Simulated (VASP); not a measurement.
# Au in VASP: further runs

Au is run at these levels: PBE; tasks: single point.

All numbers are computed with VASP 6.6.1; they aren't measurements. Logs are shortened: lines on timing, memory, paths and dates and some standing lists are left out, and cuts for length are marked.

### 1 The cell of the first run

The cell holds a slab with vacuum, 16 atoms: a = 8.160 Å, b = 5.770 Å, c = 17.327 Å, α = 90.00°, β = 90.00°, γ = 90.00°.

### 2 Single point, PBE

INCAR reads:

```
SYSTEM = Au
ALGO = Normal
EDIFF = 1E-6
ENCUT = 520
GGA = PE
ISIF = 2
ISMEAR = -1
LASPH = .TRUE.
LCHARG = .TRUE.
LELF = .TRUE.
LREAL = Auto
LVHAR = .TRUE.
LWAVE = .FALSE.
NBANDS = 102
NELM = 80
PREC = Accurate
SIGMA = 0.05
```

KPOINTS reads:

```
k-points
0
G
  2 2 1
  0 0 0
```

POSCAR reads:

```
Au
1.0
    8.1600000000      0.0000000000      0.0000000000
    0.0000000000      5.7699910000      0.0000000000
    0.0000000000      0.0000000000     17.3274940000
Au
16
Direct
    0.2500000000      0.2500003899      0.0577117499
    0.7500000000      0.2500003899      0.0577117499
    0.2500000000      0.7500011698      0.0577117499
    0.7500000000      0.7500011698      0.0577117499
   -0.0015686275      0.0093414357      0.1250036503
    0.5134436275      0.0038474930      0.1426288187
   -0.0074877451      0.5175051400      0.1339951409
    0.5149754902      0.4899661022      0.1385947674
    0.2620220588      0.2825134389      0.2366124034
    0.7730759804      0.3222535356      0.2422508414
    0.2431985294      0.7887880588      0.2525004481
    0.7860539216      0.8054085353      0.2394749062
   -0.0545833333      0.0698267987      0.3500102208
    0.5590686275      0.0445581284      0.3227241054
   -0.0024019608      0.5693596402      0.3417458982
    0.5280882353      0.5090995809      0.3231050030
```

Potentials or basis: VASP PAW PBE potentials, release 64 (Au).

Started as:

```sh
$ cat potpaw_PBE.64/Au/POTCAR > POTCAR
$ mpirun -np 1 vasp_std > vasp.out
```

OUTCAR:

```text
SYSTEM = Au
   EDIFF = 1E-6
   ENCUT = 520
   GGA = PE
   ISIF = 2
   ISMEAR = -1
   LASPH = .TRUE.
   LREAL = Auto
   NELM = 80
   PREC = Accurate

 ion  position               nearest neighbor table
   1  0.250  0.250  0.058-   5 2.74   3 2.88   3 2.89   7 2.92   8 2.93   6 2.97   9 3.11
   2  0.750  0.250  0.058-   5 2.72   8 2.75   6 2.81   7 2.84   4 2.88   4 2.89  10 3.23
   3  0.250  0.750  0.058-   5 2.80   7 2.82   1 2.88   1 2.89   8 2.98   6 2.99  11 3.38
   4  0.750  0.750  0.058-   7 2.73   5 2.78   8 2.81   6 2.83   2 2.88   2 2.89  12 3.18
   5  0.998  0.009  0.125-   2 2.72   1 2.74   4 2.78   3 2.80   7 2.84  12 2.88   7 2.94  11 3.24
                            10 3.28   9 3.29
   6  0.513  0.004  0.143-   8 2.81   2 2.81   4 2.83   8 2.97   1 2.97   3 2.99  12 3.01   9 3.07
                            14 3.15  11 3.17  10 3.29
   7  0.993  0.518  0.134-   4 2.73   3 2.82  10 2.83   2 2.84   5 2.84   1 2.92   5 2.94  12 2.99
                             9 3.14  11 3.29
   8  0.515  0.490  0.139-   2 2.75   6 2.81   4 2.81   1 2.93   9 2.93  10 2.93   6 2.97   3 2.98
                            16 3.20  12 3.36  11 3.43
   9  0.262  0.283  0.237-  11 2.87   8 2.93  11 2.94  16 2.94   6 3.07   1 3.11   7 3.14  14 3.16
                            15 3.27   5 3.29  13 3.47
  10  0.773  0.322  0.242-  16 2.67  14 2.75  13 2.75  12 2.79   7 2.83  15 2.89   8 2.93  12 2.98
                             2 3.23   5 3.28   6 3.29
  11  0.243  0.789  0.253-  15 2.83   9 2.87   9 2.94  16 3.08   6 3.17  14 3.21   5 3.24   7 3.29
                            13 3.37   3 3.38   8 3.43
  12  0.786  0.805  0.239-  14 2.72  13 2.77  10 2.79  15 2.82   5 2.88  10 2.98   7 2.99   6 3.01
                            16 3.07   4 3.18   8 3.36
  13  0.945  0.070  0.350-  10 2.75  12 2.77  15 2.92  15 2.92  14 3.19  11 3.37   9 3.47
  14  0.559  0.045  0.323-  16 2.69  12 2.72  10 2.75  16 3.10   6 3.15   9 3.16  13 3.19  11 3.21

  15  0.998  0.569  0.342-  12 2.82  11 2.83  10 2.89  13 2.92  13 2.92   9 3.27
  16  0.528  0.509  0.323-  10 2.67  14 2.69   9 2.94  12 3.07  11 3.08  14 3.10   8 3.20

  LATTYP: Found a simple orthorhombic cell.
 ALAT       =     5.7699910000
 B/A-ratio  =     1.4142136444
 C/A-ratio  =     3.0030365732

  Lattice vectors:

 A1 = (   0.0000000000,  -5.7699910000,   0.0000000000)
 A2 = (   8.1600000000,   0.0000000000,   0.0000000000)
 A3 = (   0.0000000000,   0.0000000000,  17.3274940000)

Analysis of symmetry for initial positions (statically):
=====================================================================
 Subroutine PRICEL returns:
 Original cell was already a primitive cell.

 Routine SETGRP: Setting up the symmetry group for a
 simple orthorhombic supercell.

[... 133 lines left out ...]
   POTIM  = 0.5000    time-step for ionic-motion
   TEBEG  =    0.0;   TEEND  =   0.0 temperature during run
   PSTRESS=    0.0 pullay stress
   NELECT =     176.0000    total number of electrons
   NUPDOWN=      -1.0000    fix difference up-down
   EMIN   =  10.00;   EMAX   =-10.00  energy-range for DOS
   EFERMI =   0.00;   METHOD = LEGACY
   ISMEAR =    -1;   SIGMA  =   0.05  broadening in eV -4-tet -1-fermi 0-gaus
   EFERMI_NEDOS =   21; number of points for ismear=-14 and -15
   IALGO  =     38    algorithm
   IMIX   =      4    mixing-type and parameters
     AMIX     =   0.40;   BMIX     =  1.00
     AMIX_MAG =   1.60;   BMIX_MAG =  1.00
  volume/ion in A,a.u.               =      50.99       344.09
  Fermi-wavevector in a.u.,A,eV,Ry     =   0.981851  1.855428 13.116430  0.964030
  Thomas-Fermi vector in A             =   2.112889
   LORBIT       =      0    0 simple, 1 ext, 2 COOP (PROOUT), +10 PAW based schemes
   GGA     = PE    functional components
   LHFCALC =     F    Hartree Fock is set to
   AEXX    =    0.0000 exact exchange contribution
   IVDW    =     0    specifies the selected vdW correction
   LEPSILON=     F    determine dielectric tensor
   LRPA    =     F    only Hartree local field effects (RPA)
 non-spin polarized calculation
  energy-cutoff  :      520.00
  volume of cell :      815.83
 maximum number of plane-waves:     22019
 NGX is ok and might be reduce to    64
   NGX = 31   NGY = 21   NGZ = 65

 number of electron     176.0000004 magnetization

 Free energy of the ion-electron system (eV)
  ---------------------------------------------------
  ext. energy  EPLUGINS =         0.00000000
  ---------------------------------------------------
  free energy    TOTEN  =       -44.73320525 eV

  energy without entropy =      -44.65525412  energy(sigma->0) =      -44.69422969

 E-fermi :  -0.1371     XC(G=0):  -5.4855

 val. band max:       -0.1385015261   @ k =   0.5000   0.0000   0.0000
 cond. band min:      -0.0193726964   @ k =   0.0000   0.5000   0.0000
 fundamental gap:      0.1191288297
 Fermi energy:        -0.1371236093

 k-point     1 :       0.0000    0.0000    0.0000
  band No.  band energies     occupation
      1      -8.3336      2.00000
      2      -7.0263      2.00000
      3      -6.8612      2.00000
      4      -6.5556      2.00000
      5      -6.4002      2.00000
      6      -6.2881      2.00000
[... 401 lines left out ...]
     99       3.7219      0.00000
    100       3.8143      0.00000
 [bands above 100 left out]

------------------------ aborting loop because EDIFF is reached ----------------------------------------

  FORCE on cell =-STRESS in cart. coord.  units (eV):
  Direction    XX          YY          ZZ          XY          YZ          ZX
  --------------------------------------------------------------------------------------
  -------------------------------------------------------------------------------------
  Total       -2.9922043    -25.8338753     -3.2067465     -0.5026215     -0.0731558     -2.2559650
  in kB       -5.8762568    -50.7339983     -6.2975867     -0.9870759     -0.1436674     -4.4303894
  external PRESSURE =     -20.9692806 kB  Pullay stress =       0.0000000 kB

 VOLUME and BASIS-vectors are now :
 -----------------------------------------------------------------------------
  energy-cutoff  :      520.00
  volume of cell :      815.83
      direct lattice vectors                 reciprocal lattice vectors
     8.160000000  0.000000000  0.000000000     0.122549020  0.000000000  0.000000000
     0.000000000  5.769991000  0.000000000     0.000000000  0.173310496  0.000000000
     0.000000000  0.000000000 17.327494000     0.000000000  0.000000000  0.057711750

 POSITION                                       TOTAL-FORCE (eV/Angst)
 -----------------------------------------------------------------------------------
      2.04000      1.44250      1.00000         0.449904      0.183127      0.093826
      6.12000      1.44250      1.00000        -0.179710      0.011639     -0.247118
      2.04000      4.32750      1.00000         0.517847     -0.088483      0.211416
      6.12000      4.32750      1.00000        -0.429362      0.150773     -0.130788
      8.14720      0.05390      2.16600         0.432507      0.059990      0.622616
      4.18970      0.02220      2.47140        -0.574883     -0.433496      0.147069
[... 8 lines left out ...]
      8.14040      3.28520      5.92160         0.145155     -0.128757     -0.229052
      4.30920      2.93750      5.59860        -0.849569      1.077653     -0.096256
 -----------------------------------------------------------------------------------
    total drift:                               -0.001354     -0.004743      0.009590

  FREE ENERGIE OF THE ION-ELECTRON SYSTEM (eV)
  ---------------------------------------------------
  free  energy   TOTEN  =       -44.7332052550 eV

  energy  without entropy=      -44.6552541173  energy(sigma->0) =      -44.69422969
```

stdout:

```text
POSCAR found type information on POSCAR Au
 POSCAR found :  1 types and      16 ions
 scaLAPACK will be used
 LDA part: xc-table for (Slater+PW92), standard interpolation
 POSCAR, INCAR and KPOINTS ok, starting setup
 FFT: planning ... GRIDC
 FFT: planning ... GRID_SOFT
 FFT: planning ... GRID
 WAVECAR not read
 entering main loop
```

Wall time 7.7 min (1 thread of Intel Xeon 6975P-C (Granite Rapids), shared host); peak memory 0.86 GiB.

Results:

| Property | Result |
| --- | --- |
| Free energy | -44.7332 eV |
| Largest force | 1.376 eV/Å |
| Band gap on the k mesh | zero (bands 88 and 89 overlap by 0.24 eV) |

Forces in eV/Å, atoms in the order of the input:
```
Au   0.450  0.183  0.094
Au  -0.180  0.012 -0.247
Au   0.518 -0.088  0.211
Au  -0.429  0.151 -0.131
Au   0.433  0.060  0.623
Au  -0.575 -0.433  0.147
Au   0.722 -0.329  0.457
Au  -0.646  0.443  0.069
Au  -0.133  0.022  0.285
Au   0.570 -0.258 -0.662
Au   0.305  0.052 -0.029
Au  -0.066 -0.043 -0.407
Au   0.428 -0.012 -0.100
Au  -0.691 -0.707  0.015
Au   0.145 -0.129 -0.229
Au  -0.850  1.078 -0.096
```

Levels at points of the mesh, in eV from the Fermi level:
```
           k point  band 85  band 86  band 87  band 88  band 89  band 90  band 91  band 92
(0.00, 0.00, 0.00)    -1.45    -1.30    -0.99     0.12     0.22     0.91     1.07     1.18
(0.50, 0.00, 0.00)    -0.82    -0.34    -0.04     0.00     0.33     0.39     0.62     0.69
(0.00, 0.50, 0.00)    -1.38    -1.31    -1.29    -1.19    -0.12    -0.03     0.12     0.15
(0.50, 0.50, 0.00)    -1.69    -1.58    -1.43    -1.31     0.53     0.57     0.79     0.95
```

Caveat: the k points lie up to 0.54 Å⁻¹ apart; spin-orbit coupling is left out, which moves the levels of the heavy elements.

### 3 Single point, PBE

INCAR reads:

```
PREC = Accurate
ENCUT = 520
EDIFF = 1E-7
ISMEAR = -1
SIGMA = 0.05
LREAL = Auto
LASPH = True
NELM = 80
ALGO = Normal
ISIF = 2
LWAVE = False
LCHARG = True
GGA = PE
LELF = True
LVHAR = True
NBANDS = 102
```

KPOINTS reads:

```
Automatic mesh
0
Gamma
  2 2 1
```

POSCAR reads:

```
Au
1.0
    8.1600000000      0.0000000000      0.0000000000
    0.0000000000      5.7699910000      0.0000000000
    0.0000000000      0.0000000000     17.3274940000
Au
16
Direct
    0.2500000000      0.2500003899      0.0577117499
    0.7500000000      0.2500003899      0.0577117499
    0.2500000000      0.7500011698      0.0577117499
    0.7500000000      0.7500011698      0.0577117499
    0.0202083333      0.0437089070      0.1578647207
    0.4902941176      0.0101733261      0.1370019231
   -0.0035294118      0.5222711786      0.1553369460
    0.5036029412      0.4831723308      0.1443428577
    0.2314215686      0.3456331214      0.2755389787
    0.7515808824      0.3323921996      0.2398096343
    0.2374509804      0.8217690461      0.2639216034
    0.7657475490      0.8295680184      0.2290521642
   -0.0316053922      0.0527210528      0.3448796462
    0.5227205882      0.1230677829      0.3112510095
   -0.0175245098      0.5629298209      0.3395817075
    0.5197058824      0.5841256945      0.3145694351
```

Potentials or basis: VASP PAW PBE potentials, release 64 (Au).

Started as:

```sh
$ cat potpaw_PBE.64/Au/POTCAR > POTCAR
$ mpirun -np 1 vasp_std > vasp.out
```

OUTCAR:

```text
PREC = Accurate
   ENCUT = 520
   EDIFF = 1E-7
   ISMEAR = -1
   LREAL = Auto
   LASPH = True
   NELM = 80
   ISIF = 2
   GGA = PE

 ion  position               nearest neighbor table
   1  0.250  0.250  0.058-   6 2.77   5 2.82   3 2.88   3 2.89   8 2.89   7 3.10
   2  0.750  0.250  0.058-   8 2.85   6 2.88   4 2.88   4 2.89   5 3.05   7 3.06  10 3.19
   3  0.250  0.750  0.058-   6 2.83   1 2.88   1 2.89   7 2.98   8 2.98   5 3.07  11 3.60
   4  0.750  0.750  0.058-   2 2.88   2 2.89   6 2.94   7 2.94   8 2.94  12 3.01   5 3.28
   5  0.020  0.044  0.158-  12 2.71   7 2.77   1 2.82  11 2.86   7 3.02   2 3.05   3 3.07  10 3.10
                             9 3.19  13 3.27   4 3.28
   6  0.490  0.010  0.137-   8 2.73   1 2.77   3 2.83   2 2.88   4 2.94  12 2.95   8 3.05  14 3.10
                            11 3.21  10 3.34
   7  0.996  0.522  0.155-  10 2.71   5 2.77  12 2.88   4 2.94   3 2.98   9 3.01   5 3.02   2 3.06
                             1 3.10  15 3.20  11 3.22
   8  0.504  0.483  0.144-   6 2.73  10 2.75   2 2.85   1 2.89   4 2.94   3 2.98  16 3.01   6 3.05
                            12 3.27   9 3.28  14 3.56  11 3.58
   9  0.231  0.346  0.276-  15 2.63  11 2.76  14 2.77  16 2.81  13 2.98   7 3.01  11 3.03   5 3.19
[... 215 lines left out ...]
      2      -6.9355      2.00000
      3      -6.8210      2.00000
      4      -6.7193      2.00000
      5      -6.6350      2.00000
      6      -6.5225      2.00000
[... 401 lines left out ...]
     99       3.7097      0.00000
    100       3.8499      0.00000
 [bands above 100 left out]

------------------------ aborting loop because EDIFF is reached ----------------------------------------

  FORCE on cell =-STRESS in cart. coord.  units (eV):
  Direction    XX          YY          ZZ          XY          YZ          ZX
  --------------------------------------------------------------------------------------
  -------------------------------------------------------------------------------------
  Total        1.4756075    -24.1551567     -2.1612435      0.2532116     -0.7737759     -2.9983973
  in kB        2.8978799    -47.4372375     -4.2443699      0.4972709     -1.5195841     -5.8884191
  external PRESSURE =     -16.2612425 kB  Pullay stress =       0.0000000 kB

 VOLUME and BASIS-vectors are now :
 -----------------------------------------------------------------------------
  energy-cutoff  :      520.00
  volume of cell :      815.83
      direct lattice vectors                 reciprocal lattice vectors
     8.160000000  0.000000000  0.000000000     0.122549020  0.000000000  0.000000000
     0.000000000  5.769991000  0.000000000     0.000000000  0.173310496  0.000000000
     0.000000000  0.000000000 17.327494000     0.000000000  0.000000000  0.057711750

 POSITION                                       TOTAL-FORCE (eV/Angst)
 -----------------------------------------------------------------------------------
      2.04000      1.44250      1.00000        -0.180210      0.288780      0.248800
      6.12000      1.44250      1.00000         0.167396     -0.093248      0.290364
      2.04000      4.32750      1.00000        -0.104997     -0.168781      0.623269
      6.12000      4.32750      1.00000         0.038120      0.073906      0.360561
      0.16490      0.25220      2.73540         0.251429     -0.141506     -0.588529
      4.00080      0.05870      2.37390         0.121881     -0.760822      0.110694
[... 8 lines left out ...]
      8.01700      3.24810      5.88410        -0.720851      0.259528      0.320156
      4.24080      3.37040      5.45070        -0.332938      1.287155      0.042342
 -----------------------------------------------------------------------------------
    total drift:                                0.000253     -0.006695      0.007497

  FREE ENERGIE OF THE ION-ELECTRON SYSTEM (eV)
  ---------------------------------------------------
  free  energy   TOTEN  =       -44.8121085888 eV

  energy  without entropy=      -44.7295679155  energy(sigma->0) =      -44.77083825
```

Run time: 7.9 min. Hardware: 1 thread of Intel Xeon 6975P-C (Granite Rapids), shared host; peak memory 0.86 GiB.

Results:

```
Free energy            : -44.8121 eV
Largest force          : 2.298 eV/Å
Band gap on the k mesh : zero (bands 88 and 89 overlap by 0.18 eV)
```

Forces on the atoms (eV/Å):
```
Au  -0.180  0.289  0.249
Au   0.167 -0.093  0.290
Au  -0.105 -0.169  0.623
Au   0.038  0.074  0.361
Au   0.251 -0.142 -0.589
Au   0.122 -0.761  0.111
Au   0.684  0.461 -0.822
Au  -0.534  0.747 -0.477
Au   0.280 -0.916 -0.399
Au   1.543  0.032 -0.307
Au   0.320  0.678 -0.046
Au  -0.474 -0.051  0.510
Au   0.075  0.258 -0.292
Au  -1.133 -1.953  0.426
Au  -0.721  0.260  0.320
Au  -0.333  1.287  0.042
```

Caveat: the k points lie up to 0.54 Å⁻¹ apart; spin-orbit coupling is left out, which moves the levels of the heavy elements.
